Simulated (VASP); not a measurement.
A run of VASP 6.6.1:

Contents of INCAR:

```
SYSTEM = As
ALGO = Normal
EDIFF = 1E-6
ENCUT = 520
GGA = PE
ISIF = 2
ISMEAR = 0
LASPH = .TRUE.
LCHARG = .FALSE.
LREAL = .FALSE.
LWAVE = .FALSE.
NBANDS = 18
NELM = 60
PREC = Accurate
SIGMA = 0.1
```

KPOINTS

```
k-points
0
G
  6 6 4
  0 0 0
```

POSCAR

```
As
1.0
    3.8322932247      0.0000000000      0.0000000000
   -1.9161466124      3.3188632874      0.0000000000
    0.0000000000      0.0000000000      6.3232838208
As
4
Direct
    0.3333333333      0.6666666667      0.4375000000
    0.6666666667      0.3333333333      0.9375000000
    0.6666666667      0.3333333333      0.5625000000
    0.3333333333      0.6666666667      0.0625000000
```

Potentials or basis: VASP PAW PBE potentials, release 64 (As).

Command:

```bash
$ cat potpaw_PBE.64/As/POTCAR > POTCAR
$ mpirun -np 1 vasp_std > vasp.out
```

Hardware: 1 thread of Intel Xeon 8259CL, on a shared host.

Question: How long does it take, and how much memory?

Answer: Run time: 31 s on 1 thread of Intel Xeon 8259CL (shared host), peak memory 0.19 GiB. Counts: scf iterations 11, k points 21.
